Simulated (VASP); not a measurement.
Set up this calculation in VASP 6.6.1, as the native input.

| Quantity | Value |
| --- | --- |
| Task | single point |
| Functional | PBE |
| Potentials or basis | VASP PAW PBE potentials, release 64 (K_sv, Br) |
| Cutoff | 520 eV |
| k mesh | 8 × 8 × 8 |
| Occupations | gaussian, width 0.05 eV |
| Spin | no spin polarisation |
| Dipole correction | no |
| Further INCAR settings | ALGO = Normal; EDIFF = 1e-06; NBANDS = 15 |

The structure of KBr lies in POSCAR:

```
KBr
1.0
   -1.0409841071      2.8627062946      2.8627062946
    2.8627062946     -1.0409841071      2.8627062946
    2.8627062946      2.8627062946     -1.0409841071
K Br
1 1
Direct
    0.0000000000      0.0000000000      0.0000000000
    0.5000000000      0.5000000000      0.5000000000
```

This cell differs from its parent crystal: ratio of the length along [111] to the lengths across it x 0.6, volume and fractional coordinates fixed.

One way to write it, as run:

INCAR

```
  PREC = Accurate
  ENCUT = 520
  EDIFF = 1E-6
  ISMEAR = 0
  SIGMA = 0.05
  LREAL = F
  LASPH = T
  NELM = 100
  ALGO = Normal
  ISIF = 2
  LWAVE = F
  LCHARG = F
  GGA = PE
  NBANDS = 15
```

KPOINTS

```
Automatic mesh
0
Gamma
  8 8 8
```

Potentials or basis: VASP PAW PBE potentials, release 64 (K_sv, Br).

Run with:

```bash
$ cat potpaw_PBE.64/K_sv/POTCAR potpaw_PBE.64/Br/POTCAR > POTCAR
$ mpirun -np 1 vasp_std > vasp.out
```

It gave:

```
Pressure               : -0.6 GPa
Band gap on the k mesh : 3.77 eV, indirect (least direct gap 3.78 eV)
```

Wall time 51 s on 1 thread of Intel(R) Xeon(R) Platinum 8488C (Sapphire Rapids), on a shared host, peak memory 0.21 GiB.
